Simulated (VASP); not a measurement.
# Sb (Fm-3m) in VASP: a series of runs

Runs on Sb. Level: LDA. Tasks: single point.

Program: VASP 6.6.1. These are calculated values, not measurements. Logs are shortened: lines on timing, memory, paths and dates and some standing lists are left out, and cuts for length are marked.

## Step 1: The cell of the first run

Symmetry: Fm-3m, No. 225, cubic system. Conventional cell: a = 3.954 Å, b = 3.954 Å, c = 3.954 Å, α = 90.00°, β = 90.00°, γ = 90.00°. Within 3.7 Å of Sb (site symmetry m-3m) lie 12 Sb at 2.80 Å.

## Step 2: Single point, LDA (volume scaled by 0.6)

The input, INCAR:

```
SYSTEM = Sb
PREC = Accurate ; ENCUT = 500
EDIFF = 1E-6 ; ISMEAR = -1
SIGMA = 0.1 ; LREAL = .FALSE.
LASPH = .TRUE. ; NELM = 120
ALGO = Normal ; ISIF = 2
LWAVE = .FALSE. ; LCHARG = .FALSE.
GGA = CA ; NBANDS = 8
GGA_COMPAT = .FALSE.
```

The input, KPOINTS:

```
Automatic mesh
0
G
  15 15 15
  0 0 0
```

The input, POSCAR:

```
Sb
1.0
    0.0000000000      1.9769714060      1.9769714060
    1.9769714060      0.0000000000      1.9769714060
    1.9769714060      1.9769714060      0.0000000000
Sb
1
Direct
    0.0000000000      0.0000000000      0.0000000000
```

Potentials or basis: VASP PAW LDA potentials, release 64 (Sb).

Command:

```sh
> cat potpaw_LDA.64/Sb/POTCAR > POTCAR
> mpirun -np 1 vasp_std > vasp.out
```

OUTCAR:

```text
SYSTEM = Sb
   PREC = Accurate
   ENCUT = 500
   EDIFF = 1E-6
   ISMEAR = -1
   LREAL = .FALSE.
   LASPH = .TRUE.
   NELM = 120
   ISIF = 2
   GGA = CA

 ion  position               nearest neighbor table
   1  0.000  0.000  0.000-

  LATTYP: Found a face centered cubic cell.
 ALAT       =     3.9539428120

  Lattice vectors:

 A1 = (   0.0000000000,   1.9769714060,   1.9769714060)
 A2 = (   1.9769714060,   0.0000000000,   1.9769714060)
 A3 = (   1.9769714060,   1.9769714060,   0.0000000000)

Analysis of symmetry for initial positions (statically):
=====================================================================
 Subroutine PRICEL returns:
 Original cell was already a primitive cell.

 Routine SETGRP: Setting up the symmetry group for a
 face centered cubic supercell.

 Subroutine GETGRP returns: Found 48 space group operations
 (whereof 48 operations were pure point group operations)
 out of a pool of 48 trial point group operations.

The static configuration has the point symmetry O_h .

Analysis of symmetry for dynamics (positions and initial velocities):
=====================================================================
 Subroutine PRICEL returns:
 Original cell was already a primitive cell.

 Routine SETGRP: Setting up the symmetry group for a
 face centered cubic supercell.

 Subroutine GETGRP returns: Found 48 space group operations
 (whereof 48 operations were pure point group operations)
 out of a pool of 48 trial point group operations.

The dynamic configuration has the point symmetry O_h .

 Subroutine INISYM returns: Found 48 space group operations
 (whereof 48 operations are pure point group operations),
 and found     1 'primitive' translations

----------------------------------------------------------------------------------------

                                     Primitive cell

  volume of cell :      15.4537

  direct lattice vectors                    reciprocal lattice vectors
     0.000000000  1.976971406  1.976971406    -0.252912105  0.252912105  0.252912105
     1.976971406  0.000000000  1.976971406     0.252912105 -0.252912105  0.252912105
     1.976971406  1.976971406  0.000000000     0.252912105  0.252912105 -0.252912105

  length of vectors
     2.795859775  2.795859775  2.795859775     0.438056616  0.438056616  0.438056616

  position of ions in fractional coordinates (direct lattice)
     0.000000000  0.000000000  0.000000000

  ion indices of the primitive-cell ions
   primitive index   ion index
                 1           1

----------------------------------------------------------------------------------------

 KPOINTS: Automatic mesh

Automatic generation of k-mesh.
 Grid dimensions read from file:
 generate k-points for:   15   15   15

 Generating k-lattice:

  Cartesian coordinates                     Fractional coordinates (reciprocal lattice)
    -0.016860807  0.016860807  0.016860807     0.066666667  0.000000000  0.000000000
     0.016860807 -0.016860807  0.016860807     0.000000000  0.066666667  0.000000000
     0.016860807  0.016860807 -0.016860807     0.000000000  0.000000000  0.066666667

  Length of vectors
     0.029203774  0.029203774  0.029203774

  Shift w.r.t. Gamma in fractional coordinates (k-lattice)
     0.000000000  0.000000000  0.000000000

 Subroutine IBZKPT returns following result:
 ===========================================

 Found    120 irreducible k-points:

 Following reciprocal coordinates:
            Coordinates               Weight
  0.000000  0.000000  0.000000      1.000000
  0.066667  0.000000  0.000000      8.000000
  0.133333  0.000000  0.000000      8.000000
  0.200000  0.000000  0.000000      8.000000
  0.266667  0.000000  0.000000      8.000000
  0.333333  0.000000  0.000000      8.000000
[... 16 lines left out ...]
  0.133333  0.133333  0.000000      6.000000
  0.200000  0.133333  0.000000     24.000000
 [... further k-points ...]
   k-points           NKPTS =    120   k-points in BZ     NKDIM =    120   number of bands    NBANDS=      8
   number of dos      NEDOS =    301   number of ions     NIONS =      1
   total plane-waves  NPLWV =   8000
   dimension x,y,z NGX =    20 NGY =   20 NGZ =   20
   dimension x,y,z NGXF=    40 NGYF=   40 NGZF=   40
   ions per type =               1
   NGX,Y,Z   is equivalent  to a cutoff of  11.89, 11.89, 11.89 a.u.
   NGXF,Y,Z  is equivalent  to a cutoff of  23.78, 23.78, 23.78 a.u.
 SYSTEM =  Sb
   PREC   = accura    normal or accurate (medium, high low for compatibility)
   ISTART =      0    job   : 0-new  1-cont  2-samecut
   ICHARG =      2    charge: 1-file 2-atom 10-const
   ISPIN  =      1    spin polarized calculation?
   LNONCOLLINEAR =      F non collinear calculations
   LSORBIT =      F    spin-orbit coupling
   LASPH  =      T    aspherical Exc in radial PAW
   ENCUT  =  500.0 eV  36.75 Ry    6.06 a.u.   5.10  5.10  5.10*2*pi/ulx,y,z
   NELM   =    120;   NELMIN=  2; NELMDL= -5     # of ELM steps
   EDIFF  = 0.1E-05   stopping-criterion for ELM
   LREAL  =      F    real-space projection
   EDIFFG = 0.1E-04   stopping-criterion for IOM
   NSW    =      0    number of steps for IOM
   IBRION =     -1    ionic relax: 0-MD 1-quasi-New 2-CG
   NFREE  =      0    steps in history (QN), initial steepest desc. (CG)
   ISIF   =      2    stress and relaxation
   ISYM   =      2    0-nonsym 1-usesym 2-fastsym
   POTIM  = 0.5000    time-step for ionic-motion
   TEBEG  =    0.0;   TEEND  =   0.0 temperature during run
   PSTRESS=    0.0 pullay stress
   NELECT =       5.0000    total number of electrons
   NUPDOWN=      -1.0000    fix difference up-down
   EMIN   =  10.00;   EMAX   =-10.00  energy-range for DOS
   EFERMI =   0.00;   METHOD = LEGACY
   ISMEAR =    -1;   SIGMA  =   0.10  broadening in eV -4-tet -1-fermi 0-gaus
   EFERMI_NEDOS =   21; number of points for ismear=-14 and -15
   IALGO  =     38    algorithm
   IMIX   =      4    mixing-type and parameters
     AMIX     =   0.40;   BMIX     =  1.00
     AMIX_MAG =   1.60;   BMIX_MAG =  1.00
  volume/ion in A,a.u.               =      15.45       104.29
  Fermi-wavevector in a.u.,A,eV,Ry     =   1.123883  2.123831 17.185696  1.263113
  Thomas-Fermi vector in A             =   2.260552
   LORBIT       =      0    0 simple, 1 ext, 2 COOP (PROOUT), +10 PAW based schemes
   GGA     = CA    functional components
   LHFCALC =     F    Hartree Fock is set to
   AEXX    =    0.0000 exact exchange contribution
   IVDW    =     0    specifies the selected vdW correction
   LEPSILON=     F    determine dielectric tensor
   LRPA    =     F    only Hartree local field effects (RPA)
 non-spin polarized calculation
  energy-cutoff  :      500.00
  volume of cell :       15.45
 maximum number of plane-waves:       403
   NGX = 11   NGY = 11   NGZ = 11

 number of electron       5.0000000 magnetization

 Free energy of the ion-electron system (eV)
  ---------------------------------------------------
  ext. energy  EPLUGINS =         0.00000000
  ---------------------------------------------------
  free energy    TOTEN  =        -2.17058894 eV

  energy without entropy =       -2.15400085  energy(sigma->0) =       -2.16229490

 E-fermi :  17.9297     XC(G=0): -12.9290

 val. band max:       17.9252339404   @ k =   0.4667   0.4000   0.0667
 cond. band min:      17.9488184731   @ k =  -0.3333   0.3333   0.1333
 fundamental gap:      0.0235845327
 Fermi energy:        17.9296957130

 k-point     1 :       0.0000    0.0000    0.0000
  band No.  band energies     occupation
      1      -0.8857      2.00000
      2      27.3470      0.00000
      3      27.9540      0.00000
      4      27.9540      0.00000
      5      27.9540      0.00000
      6      29.5402      0.00000
      7      29.5402      0.00000
      8      29.5402      0.00000

 k-point     2 :       0.0667    0.0000    0.0000
  band No.  band energies     occupation
      1      -0.7445      2.00000
      2      25.6690      0.00000
      3      27.5192      0.00000
      4      27.5232      0.00000
      5      27.5232      0.00000
      6      30.1031      0.00000
      7      30.1031      0.00000
      8      31.1443      0.00000

 k-point     3 :       0.1333    0.0000    0.0000
  band No.  band energies     occupation
      1      -0.3200      2.00000
      2      22.6610      0.00000
      3      26.8280      0.00000
      4      26.8280      0.00000
      5      27.4860      0.00000
      6      31.1823      0.00000
      7      31.1823      0.00000
      8      32.3979      0.00000

 k-point     4 :       0.2000    0.0000    0.0000
  band No.  band energies     occupation
      1       0.3909      2.00000
      2      19.5339      0.00000
      3      26.1830      0.00000
      4      26.1830      0.00000
      5      27.4227      0.00000
      6      31.1993      0.00000
      7      31.1993      0.00000
      8      32.4250      0.00000

 k-point     5 :       0.2667    0.0000    0.0000
  band No.  band energies     occupation
      1       1.3918      2.00000
      2      16.4635      2.00000
      3      25.6335      0.00000
      4      25.6335      0.00000
      5      27.2971      0.00000
      6      30.1348      0.00000
      7      30.1348      0.00000
      8      31.7169      0.00000
[... 177 lines left out ...]
 k-point    22 :      -0.0667    0.0667    0.0000
  band No.  band energies     occupation
      1      -0.5089      2.00000
      2      24.6706      0.00000
      3      24.9354      0.00000
      4      28.0012      0.00000
      5      28.3585      0.00000
      6      29.6802      0.00000
      7      31.0608      0.00000
      8      32.2959      0.00000

 k-point    23 :       0.1333    0.1333    0.0000
  band No.  band energies     occupation
      1      -0.1318      2.00000
      2      24.5180      0.00000
      3      24.5180      0.00000
      4      25.4478      0.00000
      5      26.3362      0.00000
      6      29.2303      0.00000
      7      32.5601      0.00000
      8      32.9090      0.00000

 k-point    24 :       0.2000    0.1333    0.0000
  band No.  band energies     occupation
      1       0.3887      2.00000
      2      21.9503      0.00000
      3      23.6359      0.00000
      4      25.2832      0.00000
      5      26.8641      0.00000
      6      27.6824      0.00000
      7      32.5904      0.00000
      8      33.9072      0.00000

 [... further k-points ...]
[... 5 lines left out ...]
  --------------------------------------------------------------------------------------
  -------------------------------------------------------------------------------------
  Total       11.5498749     11.5498749     11.5498749      0.0000000     -0.0000000     -0.0000000
  in kB     1197.4481139   1197.4481139   1197.4481139      0.0000000     -0.0000000     -0.0000000
  external PRESSURE =    1197.4481139 kB  Pullay stress =       0.0000000 kB

 VOLUME and BASIS-vectors are now :
 -----------------------------------------------------------------------------
  energy-cutoff  :      500.00
  volume of cell :       15.45
      direct lattice vectors                 reciprocal lattice vectors
     0.000000000  1.976971406  1.976971406    -0.252912105  0.252912105  0.252912105
     1.976971406  0.000000000  1.976971406     0.252912105 -0.252912105  0.252912105
     1.976971406  1.976971406  0.000000000     0.252912105  0.252912105 -0.252912105

 POSITION                                       TOTAL-FORCE (eV/Angst)
 -----------------------------------------------------------------------------------
      0.00000      0.00000      0.00000         0.000000      0.000000      0.000000
 -----------------------------------------------------------------------------------
    total drift:                                0.000000      0.000000     -0.000000

  FREE ENERGIE OF THE ION-ELECTRON SYSTEM (eV)
  ---------------------------------------------------
  free  energy   TOTEN  =        -2.1705889371 eV

  energy  without entropy=       -2.1540008541  energy(sigma->0) =       -2.16229490
```

Run time: 6.3 s. Hardware: 1 thread of Intel Xeon 6975P-C, shared host; peak memory 0.12 GiB.

What came out:

```yaml
Free_energy: -2.1706 eV
Pressure: 119.7 GPa
```

Levels at points of the mesh, in eV from the Fermi level:
```tsv
k point	band 1	band 2	band 3	band 4	band 5	band 6
(0.00, 0.00, 0.00)	-18.82	9.42	10.02	10.02	10.02	11.61
```

Caveat: spin-orbit coupling is left out, which moves the levels of the heavy elements.

[end of part 1 of 3]
